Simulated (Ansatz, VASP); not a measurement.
BaZrO3: VASP beside Ansatz

```xyz
5
Lattice="4.2030 0.0000 0.0000 0.0000 4.2030 0.0000 0.0000 0.0000 4.2030" Properties=species:S:1:pos:R:3 pbc="T T T"
Ba    0.0000    0.0000    0.0000
Zr    2.1015    2.1015    2.1015
O     0.0000    2.1015    2.1015
O     2.1015    0.0000    2.1015
O     2.1015    2.1015    0.0000
```

Alike in both runs: functional PBE; dispersion D3(BJ); k mesh 6 × 6 × 6; occupations gaussian, width 0.01 eV; no spin polarisation.

Ansatz relaxed the structure, and its values are those at the end. VASP's run is a single point on that final structure, the one shown.

```csv
,VASP,Ansatz
version,VASP 6.6.1,Ansatz 0.2.0
potentials or method,"VASP PAW PBE potentials, release 64 (Ba_sv, Zr_sv, O), cutoff 520 eV","plane waves, PAW"
valence electrons in the cell,40,40
```

Ansatz gave:

| Quantity | Value |
| --- | --- |
| pressure (GPa) | 0.0 |

Question: Estimate VASP's values.

Answer: Pressure (GPa): 1.0.

Spin-orbit coupling is off throughout.
